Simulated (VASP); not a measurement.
Here is a VASP 6.6.1 calculation.

File INCAR:

```
SYSTEM = Cu
PREC = Accurate
ENCUT = 520
EDIFF = 1E-6
ISMEAR = -1
SIGMA = 0.05
LREAL = .False.
LASPH = .True.
NELM = 80
ALGO = Normal
ISIF = 2
LWAVE = .False.
LCHARG = .False.
GGA = CA
NBANDS = 12
```

KPOINTS

```
Automatic mesh
0
Gamma
  18 18 18
  0 0 0
```

File POSCAR:

```
Cu
1.0
    0.0000000000      1.7234122172      1.7234122172
    1.7234122172      0.0000000000      1.7234122172
    1.7234122172      1.7234122172      0.0000000000
Cu
1
Direct
    0.0000000000      0.0000000000      0.0000000000
```

Potentials or basis: VASP PAW LDA potentials, release 64 (Cu).

Run with:

```console
$ cat potpaw_LDA.64/Cu/POTCAR > POTCAR
$ mpirun -np 1 vasp_std > vasp.out
```

Q: Predict the pressure.

A: 14.5 GPa.
